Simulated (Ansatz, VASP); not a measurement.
**ZnO in VASP and in Ansatz**

```
Zn O
1.0
    -0.01280    2.13164    2.13164
     2.13164   -0.01280    2.13164
     2.13164    2.13164   -0.01280
Zn O
1 1
Direct
  0.00000 0.00000 0.00000
  0.50000 0.50000 0.50000
```

Change from the starting cell: epitaxial_111 strain +0.5%.

Alike in both runs: task single point; functional PBE; k mesh 10 × 10 × 10; occupations fermi-dirac, width 0.02 eV; no spin polarisation.

```csv
,VASP,Ansatz
version,VASP 6.6.1,Ansatz 0.2.0
potentials or method,"VASP PAW PBE potentials, release 64 (Zn, O_h)","plane waves, PAW"
plane-wave cutoff (eV),1340,420
valence electrons in the cell,18,18
```

|  | VASP | Ansatz | Ansatz less VASP |
| --- | --- | --- | --- |
| gap on the k mesh at the Fermi level (eV) | 0.89 | 0.92 | +0.030 |
| pressure (GPa) | 7.7 | 6.8 | -0.95 |
| traceless stress, the component that is largest in VASP (GPa) | 0.49 | 0.50 | +0.008 |
